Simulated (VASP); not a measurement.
Here is a VASP 6.6.1 calculation.

INCAR

```
SYSTEM = Ti
PREC = Accurate ; ENCUT = 520
EDIFF = 1E-7 ; ISMEAR = 0
SIGMA = 0.15 ; LREAL = .False.
LASPH = .True. ; NELM = 80
ALGO = Normal ; ISIF = 2
LWAVE = .False. ; LCHARG = .False.
GGA = PE ; NBANDS = 12
```

Contents of KPOINTS:

```
regular mesh
0
Gamma
  18 18 18
  0 0 0
```

The input POSCAR:

```
Ti
1.0
    0.0000000000      2.0079569494      2.0558584513
    2.0079569494      0.0000000000      2.0558584513
    2.0079569494      2.0079569494      0.0000000000
Ti
1
Direct
    0.0000000000      0.0000000000      0.0000000000
```

Potentials or basis: VASP PAW PBE potentials, release 64 (Ti_sv).

Run with:

```console
$ cat potpaw_PBE.64/Ti_sv/POTCAR > POTCAR
$ mpirun -np 1 vasp_std > vasp.out
```

**Question.** Estimate the band gap on the k mesh.

**Answer.** Zero (bands 6 and 7 overlap by 1.36 eV).

**Question.** Predict the pressure.

**Answer.** 5.2 GPa.

Stress tensor (GPa, compression positive):
```
5.53 0.00 0.00
0.00 5.53 0.00
0.00 0.00 4.67
```

Caveat: the cell differs from its parent crystal (normal strain along x -0.0233, normal strain along y -0.0233); the cell stands under pressure.
